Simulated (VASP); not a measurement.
# BaS (P6_3/mmc) in VASP: settings compared

BaS is run at these levels: PBE, r2SCAN; tasks: single point.

All numbers are computed with VASP 6.6.1; they aren't measurements. Logs are shortened: lines on timing, memory, paths and dates and some standing lists are left out, and cuts for length are marked.

**1. The cell of the first run**

It takes space group P6_3/mmc (No. 194, hexagonal). The conventional cell has a = 5.382 Å, b = 5.382 Å, c = 6.543 Å, α = 90.00°, β = 90.00°, γ = 120.00°. Within 4.1 Å of Ba (site symmetry -6m2) lie 5 S at 3.11 to 3.27 Å. Within 4.1 Å of S (site symmetry -6m2) lie 5 Ba at 3.11 to 3.27 Å.

**2. Single point, PBE (uniaxial z strain +2.5%)**

Contents of INCAR:

```
PREC     = Accurate       # precision mode
ENCUT    = 520            # plane-wave cutoff, eV
EDIFF    = 1E-7           # SCF threshold, eV
ISMEAR   = -1             # smearing method
SIGMA    = 0.02           # smearing width, eV
LREAL    = F              # projectors in reciprocal space
LASPH    = T              # aspherical terms in the spheres
NELM     = 100            # most SCF steps
ALGO     = Normal         # electronic algorithm
ISIF     = 2              # what is computed and relaxed
LWAVE    = F              # write WAVECAR
LCHARG   = T              # write CHGCAR
GGA      = PE             # functional
LELF     = T              # ELF
LVHAR    = T            
NBANDS   = 24             # bands
```

Contents of KPOINTS:

```
Automatic mesh
0
Gamma
  6 6 4
```

Contents of POSCAR:

```
BaS
1.0
    5.3818557578      0.0000000000      0.0000000000
   -2.6909278789      4.6608238058      0.0000000000
    0.0000000000      0.0000000000      6.5429054766
Ba S
2 2
Direct
    0.3333333333      0.6666666667     -0.0625000000
    0.6666666667      0.3333333333      0.4375000000
    0.3333333333      0.6666666667      0.4375000000
    0.6666666667      0.3333333333      0.9375000000
```

Potentials or basis: VASP PAW PBE potentials, release 64 (Ba_sv, S).

Run with:

```console
$ cat potpaw_PBE.64/Ba_sv/POTCAR potpaw_PBE.64/S/POTCAR > POTCAR
$ mpirun -np 1 vasp_std > vasp.out
```

OUTCAR:

```text
PREC = Accurate
   ENCUT = 520
   EDIFF = 1E-7
   ISMEAR = -1
   LREAL = F
   LASPH = T
   NELM = 100
   ISIF = 2
   GGA = PE

 ion  position               nearest neighbor table
   1  0.333  0.667  0.938-   4 3.11   4 3.11   4 3.11   3 3.27   3 3.27   2 4.51   2 4.51   2 4.51
                             2 4.51   2 4.51   2 4.51
   2  0.667  0.333  0.438-   3 3.11   3 3.11   3 3.11   4 3.27   4 3.27   1 4.51   1 4.51   1 4.51
                             1 4.51   1 4.51   1 4.51
   3  0.333  0.667  0.438-   2 3.11   2 3.11   2 3.11   1 3.27   1 3.27
   4  0.667  0.333  0.938-   1 3.11   1 3.11   1 3.11   2 3.27   2 3.27

  LATTYP: Found a hexagonal cell.
 ALAT       =     5.3818557578
 C/A-ratio  =     1.2157340834

  Lattice vectors:

 A1 = (   5.3818557578,   0.0000000000,   0.0000000000)
 A2 = (  -2.6909278789,   4.6608238058,   0.0000000000)
 A3 = (   0.0000000000,   0.0000000000,   6.5429054766)

Analysis of symmetry for initial positions (statically):
=====================================================================
 Subroutine PRICEL returns:
 Original cell was already a primitive cell.

 Routine SETGRP: Setting up the symmetry group for a
 hexagonal supercell.

 Subroutine GETGRP returns: Found 24 space group operations
 (whereof  6 operations were pure point group operations)
 out of a pool of 24 trial point group operations.

The static configuration has the point symmetry C_3v.
 The point group associated with its full space group is D_6h.

Analysis of symmetry for dynamics (positions and initial velocities):
=====================================================================
 Subroutine PRICEL returns:
 Original cell was already a primitive cell.

 Routine SETGRP: Setting up the symmetry group for a
 hexagonal supercell.

 Subroutine GETGRP returns: Found 24 space group operations
 (whereof  6 operations were pure point group operations)
 out of a pool of 24 trial point group operations.

The dynamic configuration has the point symmetry C_3v.
 The point group associated with its full space group is D_6h.

 Subroutine INISYM returns: Found 24 space group operations
 (whereof  6 operations are pure point group operations),
 and found     1 'primitive' translations

----------------------------------------------------------------------------------------

                                     Primitive cell

  volume of cell :     164.1215

  direct lattice vectors                    reciprocal lattice vectors
     5.381855758  0.000000000  0.000000000     0.185809513  0.107277173  0.000000000
    -2.690927879  4.660823806  0.000000000     0.000000000  0.214554345  0.000000000
     0.000000000  0.000000000  6.542905477     0.000000000  0.000000000  0.152837299

  length of vectors
     5.381855758  5.381855758  6.542905477     0.214554345  0.214554345  0.152837299

  position of ions in fractional coordinates (direct lattice)
     0.333333333  0.666666667  0.937500000
     0.666666667  0.333333333  0.437500000
     0.333333333  0.666666667  0.437500000
     0.666666667  0.333333333  0.937500000

  ion indices of the primitive-cell ions
   primitive index   ion index
                 1           1
                 2           2
                 3           3
                 4           4

----------------------------------------------------------------------------------------

 KPOINTS: Automatic mesh

Automatic generation of k-mesh.
 Grid dimensions read from file:
 generate k-points for:    6    6    4

 Generating k-lattice:

  Cartesian coordinates                     Fractional coordinates (reciprocal lattice)
     0.030968252  0.017879529  0.000000000     0.166666667  0.000000000  0.000000000
     0.000000000  0.035759058  0.000000000     0.000000000  0.166666667  0.000000000
     0.000000000  0.000000000  0.038209325     0.000000000  0.000000000  0.250000000

  Length of vectors
     0.035759058  0.035759058  0.038209325

  Shift w.r.t. Gamma in fractional coordinates (k-lattice)
     0.000000000  0.000000000  0.000000000

 Subroutine IBZKPT returns following result:
 ===========================================

 Found     21 irreducible k-points:

 Following reciprocal coordinates:
            Coordinates               Weight
  0.000000  0.000000  0.000000      1.000000
  0.166667  0.000000  0.000000      6.000000
  0.333333  0.000000  0.000000      6.000000
  0.500000 -0.000000  0.000000      3.000000
  0.166667  0.166667  0.000000      6.000000
  0.333333  0.166667  0.000000     12.000000
[... 13 lines left out ...]
  0.333333  0.166667  0.500000     12.000000
  0.333333  0.333333  0.500000      2.000000
   k-points           NKPTS =     21   k-points in BZ     NKDIM =     21   number of bands    NBANDS=     24
   number of dos      NEDOS =    301   number of ions     NIONS =      4
   total plane-waves  NPLWV =  80000
   dimension x,y,z NGX =    40 NGY =   40 NGZ =   50
   dimension x,y,z NGXF=    80 NGYF=   80 NGZF=  100
   ions per type =               2   2
   NGX,Y,Z   is equivalent  to a cutoff of  12.36, 12.36, 12.70 a.u.
   NGXF,Y,Z  is equivalent  to a cutoff of  24.71, 24.71, 25.41 a.u.
 SYSTEM =  unknown system
   PREC   = accura    normal or accurate (medium, high low for compatibility)
   ISTART =      0    job   : 0-new  1-cont  2-samecut
   ICHARG =      2    charge: 1-file 2-atom 10-const
   ISPIN  =      1    spin polarized calculation?
   LNONCOLLINEAR =      F non collinear calculations
   LSORBIT =      F    spin-orbit coupling
   LASPH  =      T    aspherical Exc in radial PAW
   ENCUT  =  520.0 eV  38.22 Ry    6.18 a.u.  10.01 10.01 12.17*2*pi/ulx,y,z
   NELM   =    100;   NELMIN=  2; NELMDL= -5     # of ELM steps
   EDIFF  = 0.1E-06   stopping-criterion for ELM
   LREAL  =      F    real-space projection
   EDIFFG = 0.1E-05   stopping-criterion for IOM
   NSW    =      0    number of steps for IOM
   IBRION =     -1    ionic relax: 0-MD 1-quasi-New 2-CG
   NFREE  =      0    steps in history (QN), initial steepest desc. (CG)
   ISIF   =      2    stress and relaxation
   ISYM   =      2    0-nonsym 1-usesym 2-fastsym
   POTIM  = 0.5000    time-step for ionic-motion
   TEBEG  =    0.0;   TEEND  =   0.0 temperature during run
   PSTRESS=    0.0 pullay stress
   NELECT =      32.0000    total number of electrons
   NUPDOWN=      -1.0000    fix difference up-down
   EMIN   =  10.00;   EMAX   =-10.00  energy-range for DOS
   EFERMI =   0.00;   METHOD = LEGACY
   ISMEAR =    -1;   SIGMA  =   0.02  broadening in eV -4-tet -1-fermi 0-gaus
   EFERMI_NEDOS =   21; number of points for ismear=-14 and -15
   IALGO  =     38    algorithm
   IMIX   =      4    mixing-type and parameters
     AMIX     =   0.40;   BMIX     =  1.00
     AMIX_MAG =   1.60;   BMIX_MAG =  1.00
  volume/ion in A,a.u.               =      41.03       276.89
  Fermi-wavevector in a.u.,A,eV,Ry     =   0.949299  1.793915 12.261143  0.901169
  Thomas-Fermi vector in A             =   2.077569
   LORBIT       =      0    0 simple, 1 ext, 2 COOP (PROOUT), +10 PAW based schemes
   GGA     = PE    functional components
   LHFCALC =     F    Hartree Fock is set to
   AEXX    =    0.0000 exact exchange contribution
   IVDW    =     0    specifies the selected vdW correction
   LEPSILON=     F    determine dielectric tensor
   LRPA    =     F    only Hartree local field effects (RPA)
 non-spin polarized calculation
  energy-cutoff  :      520.00
  volume of cell :      164.12
 maximum number of plane-waves:      4446
   NGX = 21   NGY = 21   NGZ = 25

 number of electron      31.9999998 magnetization

 Free energy of the ion-electron system (eV)
  ---------------------------------------------------
  ext. energy  EPLUGINS =         0.00000000
  ---------------------------------------------------
  free energy    TOTEN  =       -19.97487371 eV

  energy without entropy =      -19.97487371  energy(sigma->0) =      -19.97487371

 E-fermi :   0.7576     XC(G=0):  -7.4403

 val. band max:        0.3168368509   @ k =   0.0000   0.0000   0.0000
 cond. band min:       2.8512345986   @ k =   0.3333   0.3333   0.0000
 fundamental gap:      2.5343977477
 Fermi energy:         0.7576413968

 k-point     1 :       0.0000    0.0000    0.0000
  band No.  band energies     occupation
      1     -25.9940      2.00000
      2     -25.9514      2.00000
      3     -11.4214      2.00000
      4     -11.2814      2.00000
      5     -11.2814      2.00000
      6     -11.1509      2.00000
[... 16 lines left out ...]
     23       6.1915      0.00000
     24       6.8802      0.00000

 k-point     2 :       0.1667    0.0000    0.0000
  band No.  band energies     occupation
      1     -25.9905      2.00000
      2     -25.9530      2.00000
      3     -11.4072      2.00000
      4     -11.3979      2.00000
      5     -11.3030      2.00000
      6     -11.2953      2.00000
[... 16 lines left out ...]
     23       6.1223      0.00000
     24       6.5090      0.00000

 k-point     3 :       0.3333    0.0000    0.0000
  band No.  band energies     occupation
      1     -25.9820      2.00000
      2     -25.9574      2.00000
      3     -11.6078      2.00000
      4     -11.5305      2.00000
      5     -11.3378      2.00000
      6     -11.3213      2.00000
[... 16 lines left out ...]
     23       6.0322      0.00000
     24       6.1606      0.00000
[... 433 lines left out ...]
 k-point    20 :       0.3333    0.1667    0.5000
  band No.  band energies     occupation
      1     -25.9684      2.00000
      2     -25.9684      2.00000
      3     -11.8648      2.00000
      4     -11.8648      2.00000
      5     -11.2605      2.00000
      6     -11.2605      2.00000
[... 16 lines left out ...]
     23       6.3903      0.00000
     24       6.3903      0.00000

 k-point    21 :       0.3333    0.3333    0.5000
  band No.  band energies     occupation
      1     -25.9679      2.00000
      2     -25.9679      2.00000
      3     -11.8952      2.00000
      4     -11.8952      2.00000
      5     -11.2789      2.00000
      6     -11.2789      2.00000
[... 16 lines left out ...]
     23       6.4415      0.00000
     24       6.4415      0.00000

------------------------ aborting loop because EDIFF is reached ----------------------------------------

  FORCE on cell =-STRESS in cart. coord.  units (eV):
  Direction    XX          YY          ZZ          XY          YZ          ZX
  --------------------------------------------------------------------------------------
  -------------------------------------------------------------------------------------
  Total        0.0691404      0.0691404     -1.3474384      0.0000000     -0.0000000      0.0000000
  in kB        0.6749582      0.6749582    -13.1538872      0.0000000     -0.0000000      0.0000000
  external PRESSURE =      -3.9346570 kB  Pullay stress =       0.0000000 kB

 VOLUME and BASIS-vectors are now :
 -----------------------------------------------------------------------------
  energy-cutoff  :      520.00
  volume of cell :      164.12
      direct lattice vectors                 reciprocal lattice vectors
     5.381855758  0.000000000  0.000000000     0.185809513  0.107277173  0.000000000
    -2.690927879  4.660823806  0.000000000     0.000000000  0.214554345  0.000000000
     0.000000000  0.000000000  6.542905477     0.000000000  0.000000000  0.152837299

 POSITION                                       TOTAL-FORCE (eV/Angst)
 -----------------------------------------------------------------------------------
     -0.00000      3.10722      6.13397        -0.000000      0.000000     -0.000000
      2.69093      1.55361      2.86252         0.000000     -0.000000      0.000000
     -0.00000      3.10722      2.86252         0.000000      0.000000     -0.000000
      2.69093      1.55361      6.13397        -0.000000     -0.000000     -0.000000
 -----------------------------------------------------------------------------------
    total drift:                               -0.000000      0.000000     -0.000016

  FREE ENERGIE OF THE ION-ELECTRON SYSTEM (eV)
  ---------------------------------------------------
  free  energy   TOTEN  =       -19.9748737070 eV

  energy  without entropy=      -19.9748737070  energy(sigma->0) =      -19.97487371
```

Run time: 100 s. Hardware: 1 thread of Oxide Virtual Turin-like, shared host; peak memory 0.26 GiB.

Results:

```
Free energy            : -19.9749 eV
Pressure               : -0.4 GPa
Band gap on the k mesh : 2.53 eV (least direct gap 2.62 eV)
```

Stress tensor (GPa, compression positive):
```
 0.07  0.00  0.00
 0.00  0.07  0.00
 0.00  0.00 -1.32
```

Caveat: the cell differs from its parent crystal (uniaxial z strain +2.5%); the structure was generated, so it needn't be the stable form of BaS; spin-orbit coupling is left out, which moves the levels of the heavy elements. A k mesh can miss the band edges.

(Part 1 of 3 ends here.)
